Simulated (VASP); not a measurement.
# Si2HIr2 (I4/mmm) in VASP: single point with r2SCAN

Aim: the single point of Si2HIr2 with r2SCAN.

All numbers are computed with VASP 6.6.1; they aren't measurements. Logs are shortened: lines on timing, memory, paths and dates and some standing lists are left out, and cuts for length are marked.

## 1. The cell of the first run

The structure is tetragonal, space group I4/mmm (No. 139). The conventional cell has a = 3.738 Å, b = 3.738 Å, c = 9.156 Å, α = 90.00°, β = 90.00°, γ = 90.00°. Si (site symmetry 4mm) has 4 Ir at 2.19 Å and 1 Si at 2.29 Å and 4 H at 2.88 Å within 2.9 Å. Within 3.8 Å of H (site symmetry 4/mmm) lie 10 Si at 2.88 to 3.43 Å and 8 Ir at 2.96 Å and 4 H at 3.74 Å. Within 3.0 Å of Ir (site symmetry -4m2) lie 4 Si at 2.19 Å and 4 Ir at 2.64 Å and 4 H at 2.96 Å.

## 2. Single point, r2SCAN

Input file POSCAR:

```
Si2HIr2
1.0
    0.0000000000      3.7383570000      0.0000000000
    3.7383570000      0.0000000000      0.0000000000
    1.8691780000      1.8691780000     -4.5779850000
Si H Ir
2 1 2
Direct
    0.3750000000      0.3750000000      0.2500000000
    0.6250000000      0.6250000000      0.7500000000
    0.0000000000      0.0000000000      0.0000000000
    0.7500000000      0.2500000000      0.5000000000
    0.2500000000      0.7500000000      0.5000000000
```

Input file INCAR.step1:

```
SYSTEM = Si2HIr2
  PREC = Accurate
  ENCUT = 520
  ISMEAR = -1
  SIGMA = 0.0639
  LREAL = .False.
  LASPH = .True.
  NELM = 80
  NBANDS = 22
  GGA = PE
  ALGO = Normal
  EDIFF = 1E-4
  LWAVE = .True.
  LCHARG = .False.
```

Input file INCAR.step2:

```
SYSTEM = Si2HIr2
  PREC = Accurate
  ENCUT = 520
  EDIFF = 1E-7
  ISMEAR = -1
  SIGMA = 0.0639
  LREAL = .False.
  LASPH = .True.
  NELM = 80
  ALGO = Normal
  ISIF = 2
  LWAVE = .False.
  LCHARG = .False.
  METAGGA = R2SCAN
  LMIXTAU = .True.
  NBANDS = 22
  ISTART = 1
```

Input file KPOINTS:

```
Automatic mesh
0
Gamma
  10 10 10
  0 0 0
```

Potentials or basis: VASP PAW PBE potentials, release 64 (Si, H, Ir).

Started as:

```bash
> cat potpaw_PBE.64/Si/POTCAR potpaw_PBE.64/H/POTCAR potpaw_PBE.64/Ir/POTCAR > POTCAR
> cp INCAR.step1 INCAR
> mpirun -np 1 vasp_std > vasp.out
> cp INCAR.step2 INCAR
> mpirun -np 1 vasp_std > vasp.out
```

OUTCAR:

```text
SYSTEM = Si2HIr2
   PREC = Accurate
   ENCUT = 520
   EDIFF = 1E-7
   ISMEAR = -1
   LREAL = .False.
   LASPH = .True.
   NELM = 80
   ISIF = 2
   METAGGA = R2SCAN
   ISTART = 1

 ion  position               nearest neighbor table
   1  0.375  0.375  0.250-   4 2.19   5 2.19   5 2.19   4 2.19   2 2.29
   2  0.625  0.625  0.750-   4 2.19   5 2.19   5 2.19   4 2.19   1 2.29
   3  0.000  0.000  0.000-
   4  0.750  0.250  0.500-   1 2.19   2 2.19   1 2.19   2 2.19   5 2.64   5 2.64   5 2.64   5 2.64

   5  0.250  0.750  0.500-   1 2.19   2 2.19   1 2.19   2 2.19   4 2.64   4 2.64   4 2.64   4 2.64

  LATTYP: Found a body centered tetragonal cell.
 ALAT       =     3.7383570000
 C/A-ratio  =     2.4491962646

  Lattice vectors:

 A1 = (  -1.8691780000,   1.8691790000,   4.5779850000)
 A2 = (   1.8691790000,  -1.8691780000,   4.5779850000)
 A3 = (   1.8691780000,   1.8691780000,  -4.5779850000)

Analysis of symmetry for initial positions (statically):
=====================================================================
 Subroutine PRICEL returns:
 Original cell was already a primitive cell.

 Routine SETGRP: Setting up the symmetry group for a
 body centered tetragonal supercell.

 Subroutine GETGRP returns: Found 16 space group operations
 (whereof 16 operations were pure point group operations)
 out of a pool of 16 trial point group operations.

The static configuration has the point symmetry D_4h.

Analysis of symmetry for dynamics (positions and initial velocities):
=====================================================================
 Subroutine PRICEL returns:
 Original cell was already a primitive cell.

 Routine SETGRP: Setting up the symmetry group for a
 body centered tetragonal supercell.

 Subroutine GETGRP returns: Found 16 space group operations
 (whereof 16 operations were pure point group operations)
 out of a pool of 16 trial point group operations.

The dynamic configuration has the point symmetry D_4h.

 Subroutine INISYM returns: Found 16 space group operations
 (whereof 16 operations are pure point group operations),
 and found     1 'primitive' translations

----------------------------------------------------------------------------------------

                                     Primitive cell

  volume of cell :      63.9788

  direct lattice vectors                    reciprocal lattice vectors
     0.000000000  3.738357000  0.000000000     0.000000000  0.267497192  0.109218328
     3.738357000  0.000000000  0.000000000     0.267497192  0.000000000  0.109218328
     1.869178000  1.869178000 -4.577985000     0.000000000  0.000000000 -0.218436714

  length of vectors
     3.738357000  3.738357000  5.286359754     0.288934925  0.288934925  0.218436714

  position of ions in fractional coordinates (direct lattice)
     0.375000000  0.375000000  0.250000000
     0.625000000  0.625000000  0.750000000
     0.000000000  0.000000000  0.000000000
     0.750000000  0.250000000  0.500000000
     0.250000000  0.750000000  0.500000000

  ion indices of the primitive-cell ions
   primitive index   ion index
                 1           1
                 2           2
                 3           3
                 4           4
                 5           5

----------------------------------------------------------------------------------------

 KPOINTS: Automatic mesh

Automatic generation of k-mesh.
 Grid dimensions read from file:
 generate k-points for:   10   10   10

 Generating k-lattice:

  Cartesian coordinates                     Fractional coordinates (reciprocal lattice)
     0.000000000  0.026749719  0.010921833     0.100000000  0.000000000  0.000000000
     0.026749719  0.000000000  0.010921833     0.000000000  0.100000000  0.000000000
     0.000000000  0.000000000 -0.021843671     0.000000000  0.000000000  0.100000000

  Length of vectors
     0.028893492  0.028893492  0.021843671

  Shift w.r.t. Gamma in fractional coordinates (k-lattice)
     0.000000000  0.000000000  0.000000000

 Subroutine IBZKPT returns following result:
 ===========================================

 Found    102 irreducible k-points:

 Following reciprocal coordinates:
            Coordinates               Weight
  0.000000  0.000000  0.000000      1.000000
  0.100000  0.000000  0.000000      8.000000
  0.200000  0.000000  0.000000      8.000000
  0.300000  0.000000  0.000000      8.000000
  0.400000  0.000000 -0.000000      8.000000
  0.500000  0.000000 -0.000000      4.000000
[... 16 lines left out ...]
  0.300000  0.300000  0.000000      8.000000
  0.400000  0.300000 -0.000000     16.000000
 [... further k-points ...]
   k-points           NKPTS =    102   k-points in BZ     NKDIM =    102   number of bands    NBANDS=     22
   number of dos      NEDOS =    301   number of ions     NIONS =      5
   total plane-waves  NPLWV =  31360
   dimension x,y,z NGX =    28 NGY =   28 NGZ =   40
   dimension x,y,z NGXF=    56 NGYF=   56 NGZF=   80
   ions per type =               2   1   2
   NGX,Y,Z   is equivalent  to a cutoff of  12.45, 12.45, 12.58 a.u.
   NGXF,Y,Z  is equivalent  to a cutoff of  24.90, 24.90, 25.16 a.u.
 SYSTEM =  Si2HIr2
   PREC   = accura    normal or accurate (medium, high low for compatibility)
   ISTART =      1    job   : 0-new  1-cont  2-samecut
   ICHARG =      0    charge: 1-file 2-atom 10-const
   ISPIN  =      1    spin polarized calculation?
   LNONCOLLINEAR =      F non collinear calculations
   LSORBIT =      F    spin-orbit coupling
   LASPH  =      T    aspherical Exc in radial PAW
   ENCUT  =  520.0 eV  38.22 Ry    6.18 a.u.   6.95  6.95  9.83*2*pi/ulx,y,z
   NELM   =     80;   NELMIN=  2; NELMDL=  0     # of ELM steps
   EDIFF  = 0.1E-06   stopping-criterion for ELM
   LREAL  =      F    real-space projection
   EDIFFG = 0.1E-05   stopping-criterion for IOM
   NSW    =      0    number of steps for IOM
   IBRION =     -1    ionic relax: 0-MD 1-quasi-New 2-CG
   NFREE  =      0    steps in history (QN), initial steepest desc. (CG)
   ISIF   =      2    stress and relaxation
   ISYM   =      2    0-nonsym 1-usesym 2-fastsym
   POTIM  = 0.5000    time-step for ionic-motion
   TEBEG  =    0.0;   TEEND  =   0.0 temperature during run
   PSTRESS=    0.0 pullay stress
   NELECT =      27.0000    total number of electrons
   NUPDOWN=      -1.0000    fix difference up-down
   EMIN   =  10.00;   EMAX   =-10.00  energy-range for DOS
   EFERMI =   0.00;   METHOD = LEGACY
   ISMEAR =    -1;   SIGMA  =   0.06  broadening in eV -4-tet -1-fermi 0-gaus
   EFERMI_NEDOS =   21; number of points for ismear=-14 and -15
   IALGO  =     38    algorithm
   IMIX   =      4    mixing-type and parameters
     AMIX     =   0.40;   BMIX     =  1.00
     AMIX_MAG =   1.60;   BMIX_MAG =  1.00
  volume/ion in A,a.u.               =      12.80        86.35
  Fermi-wavevector in a.u.,A,eV,Ry     =   1.227960  2.320507 20.516021  1.507885
  Thomas-Fermi vector in A             =   2.362903
   LORBIT       =      0    0 simple, 1 ext, 2 COOP (PROOUT), +10 PAW based schemes
   METAGGA = R2SCAN    functional components
   LHFCALC =     F    Hartree Fock is set to
   AEXX    =    0.0000 exact exchange contribution
   IVDW    =     0    specifies the selected vdW correction
   LEPSILON=     F    determine dielectric tensor
   LRPA    =     F    only Hartree local field effects (RPA)
 non-spin polarized calculation
  energy-cutoff  :      520.00
  volume of cell :       63.98
 maximum number of plane-waves:      1750
   NGX = 13   NGY = 13   NGZ = 19

 number of electron      26.9999999 magnetization

 Free energy of the ion-electron system (eV)
  ---------------------------------------------------
  ext. energy  EPLUGINS =         0.00000000
  ---------------------------------------------------
  free energy    TOTEN  =      -123.11485279 eV

  energy without entropy =     -123.09469591  energy(sigma->0) =     -123.10477435

 E-fermi :   8.0824     XC(G=0): -12.5289

 val. band max:        8.0815357775   @ k =  -0.2000  -0.4000   0.1000
 cond. band min:       8.0906514008   @ k =   0.4000   0.4000   0.1000
 fundamental gap:      0.0091156233
 Fermi energy:         8.0823698188

 k-point     1 :       0.0000    0.0000    0.0000
  band No.  band energies     occupation
      1      -5.1329      2.00000
      2      -2.1528      2.00000
      3       0.2296      2.00000
      4       1.0064      2.00000
      5       1.7444      2.00000
      6       1.7444      2.00000
[... 14 lines left out ...]
     21      19.1106      0.00000
     22      19.1106      0.00000

 k-point     2 :       0.1000    0.0000    0.0000
  band No.  band energies     occupation
      1      -4.9842      2.00000
      2      -2.0682      2.00000
      3       0.3329      2.00000
      4       1.0823      2.00000
      5       1.6843      2.00000
      6       1.8550      2.00000
[... 14 lines left out ...]
     21      18.6845      0.00000
     22      18.8277      0.00000

 k-point     3 :       0.2000    0.0000    0.0000
  band No.  band energies     occupation
      1      -4.5542      2.00000
      2      -1.8504      2.00000
      3       0.6330      2.00000
      4       1.3101      2.00000
      5       1.5475      2.00000
      6       2.1804      2.00000
[... 14 lines left out ...]
     21      18.2396      0.00000
     22      18.4867      0.00000

 k-point     4 :       0.3000    0.0000    0.0000
  band No.  band energies     occupation
      1      -3.9015      2.00000
      2      -1.6163      2.00000
      3       1.0817      2.00000
      4       1.4429      2.00000
      5       1.6858      2.00000
      6       2.7047      2.00000
[... 14 lines left out ...]
     21      17.8492      0.00000
     22      18.2661      0.00000

 k-point     5 :       0.4000    0.0000   -0.0000
  band No.  band energies     occupation
      1      -3.1734      2.00000
      2      -1.5417      2.00000
      3       1.3152      2.00000
      4       1.7117      2.00000
      5       2.1950      2.00000
      6       3.2829      2.00000
[... 417 lines left out ...]
 k-point    22 :      -0.2000    0.2000    0.0000
  band No.  band energies     occupation
      1      -4.1485      2.00000
      2      -1.4290      2.00000
      3       0.5432      2.00000
      4       1.3237      2.00000
      5       2.1462      2.00000
      6       2.5363      2.00000
[... 14 lines left out ...]
     21      18.0815      0.00000
     22      18.9795      0.00000

 k-point    23 :       0.3000    0.3000    0.0000
  band No.  band energies     occupation
      1      -2.7713      2.00000
      2      -1.4509      2.00000
      3       0.6147      2.00000
      4       1.6810      2.00000
      5       1.7913      2.00000
      6       2.9659      2.00000
[... 14 lines left out ...]
     21      17.3579      0.00000
     22      18.3841      0.00000

 k-point    24 :       0.4000    0.3000   -0.0000
  band No.  band energies     occupation
      1      -2.2935      2.00000
      2      -1.3002      2.00000
      3       0.5782      2.00000
      4       0.8623      2.00000
      5       2.3813      2.00000
      6       3.3020      2.00000
[... 14 lines left out ...]
     21      17.9119      0.00000
     22      18.5471      0.00000

 [... further k-points ...]
[... 5 lines left out ...]
  --------------------------------------------------------------------------------------
  -------------------------------------------------------------------------------------
  Total       25.4859568     25.4859568     15.2385805      0.0000000      0.0000017      0.0000017
  in kB      638.2276487    638.2276487    381.6095077      0.0000000      0.0000417      0.0000417
  external PRESSURE =     552.6882683 kB  Pullay stress =       0.0000000 kB

 VOLUME and BASIS-vectors are now :
 -----------------------------------------------------------------------------
  energy-cutoff  :      520.00
  volume of cell :       63.98
      direct lattice vectors                 reciprocal lattice vectors
     0.000000000  3.738357000  0.000000000     0.000000000  0.267497192  0.109218328
     3.738357000  0.000000000  0.000000000     0.267497192  0.000000000  0.109218328
     1.869178000  1.869178000 -4.577985000     0.000000000  0.000000000 -0.218436714

 POSITION                                       TOTAL-FORCE (eV/Angst)
 -----------------------------------------------------------------------------------
      1.86918      1.86918     -1.14450         0.000001      0.000001      5.118555
      3.73836      3.73836     -3.43349        -0.000001     -0.000001     -5.118555
      0.00000      0.00000      0.00000         0.000000      0.000000      0.000000
      1.86918      3.73836     -2.28899        -0.000000     -0.000000      0.000000
      3.73836      1.86918     -2.28899        -0.000000      0.000000      0.000000
 -----------------------------------------------------------------------------------
    total drift:                                0.000000      0.000000     -0.000000

  FREE ENERGIE OF THE ION-ELECTRON SYSTEM (eV)
  ---------------------------------------------------
  free  energy   TOTEN  =      -123.1148527932 eV

  energy  without entropy=     -123.0946959133  energy(sigma->0) =     -123.10477435
```

It took 7.2 min on 1 thread of Intel Xeon Platinum 8259CL at 2.50GHz (Skylake/Cascade Lake), shared host; peak memory 0.28 GiB.

What came out:

```yaml
Free_energy: -123.1149 eV
Pressure: 55.3 GPa
Largest_force: 5.119 eV/Å
Band_gap_on_the_k_mesh: zero (an odd number of electrons rules out a gap without spin polarisation)
```

Forces on the atoms (eV/Å):
```
Si   0.000  0.000  5.119
Si   0.000  0.000 -5.119
H    0.000  0.000  0.000
Ir   0.000  0.000  0.000
Ir   0.000  0.000  0.000
```

Stress tensor (GPa, compression positive):
```
63.82  0.00  0.00
 0.00 63.82  0.00
 0.00  0.00 38.16
```

Levels at points of the mesh, in eV from the Fermi level:
| k point | band 12 | band 13 | band 14 | band 15 | band 16 | band 17 |
| --- | --- | --- | --- | --- | --- | --- |
| (0.00, 0.00, 0.00) | -0.55 | -0.05 | 1.67 | 1.67 | 2.32 | 4.91 |
| (0.50, 0.00, 0.00) | -3.43 | -1.76 | -0.52 | 2.85 | 4.08 | 4.22 |
| (0.50, 0.50, 0.00) | -1.47 | -1.39 | -1.35 | 0.24 | 2.10 | 2.80 |
| (0.00, 0.00, 0.50) | -0.50 | 0.58 | 0.58 | 2.32 | 3.98 | 6.79 |

Caveat: the cell stands under pressure; the PAW data sets were made with another functional, which shifts forces and pressure a little; spin-orbit coupling is left out, which moves the levels of the heavy elements.
